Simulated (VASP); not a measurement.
CaO: relaxation of cell and atoms with PBE+D3(BJ)

Crystal: CaO.

```
Ca O
1.0
     0.00000    2.40356    2.40356
     2.40356    0.00000    2.40356
     2.40356    2.40356    0.00000
Ca O
1 1
Direct
  0.00000 0.00000 0.00000
  0.50000 0.50000 0.50000
```

```yaml
Program: VASP 6.6.1
Task: relaxation of cell and atoms
Functional: PBE
Dispersion: D3(BJ)
Potentials_or_basis: VASP PAW PBE potentials, release 64 (Ca_sv, O)
Cutoff: 600 eV
k_mesh: 8 × 8 × 8
Occupations: gaussian, width 0.02 eV
Spin: no spin polarisation
Dipole_correction: no
Further_INCAR_settings: ALGO = Normal; EDIFF = 1e-07; IBRION = 2; EDIFFG = -0.01; NSW = 100; ISIF = 3
```

| Item | Value |
| --- | --- |
| Relaxed volume | 13.74 Å³/atom |
| Relaxed cell | a = 3.387 Å, b = 3.387 Å, c = 3.387 Å, α = 60.00°, β = 60.00°, γ = 60.00° |
| Space group after relaxing (to 0.1 Å) | Fm-3m (No. 225) |
| Energy gained by relaxing | 0.5 meV/atom |
| Ionic steps | 3 |
| Pressure after relaxing | 0.0 GPa |
| Band gap on the k mesh | 3.63 eV (least direct gap 4.01 eV) |
| Dispersion energy per atom | -0.275 eV |

The path:
| step | energy change (eV) | largest force (eV/Å) | pressure (GPa) | volume (Å³) |
| --- | --- | --- | --- | --- |
| 1 | 0.0000 | 0.0000 | -1.13 | 27.77 |
| 2 | -0.0009 | 0.0000 | 0.44 | 27.38 |
| 3 | -0.0010 | 0.0000 | 0.00 | 27.48 |

Final structure:
```
Ca O
1.0
     0.00000    2.39526    2.39526
     2.39526    0.00000    2.39526
     2.39526    2.39526    0.00000
Ca O
1 1
Direct
  0.00000 0.00000 0.00000
  0.50000 0.50000 0.50000
```

Levels at points of the mesh, in eV from the valence-band top:
```tsv
k point	band 5	band 6	band 7	band 8	band 9	band 10	band 11	band 12
(0.00, 0.00, 0.00)	-15.55	0.00	0.00	0.00	4.80	6.25	6.25	6.25
(0.50, 0.00, 0.00)	-14.31	-2.66	-1.22	-1.22	7.10	8.41	8.41	8.58
(0.50, 0.50, 0.00)	-15.31	-1.30	-0.37	-0.37	3.63	8.12	8.95	9.60
```

It took 18 s on 1 thread of Intel(R) Xeon(R) 6975P-C (Granite Rapids), with other jobs on the host, peak memory 0.18 GiB.

A k mesh can miss the band edges.
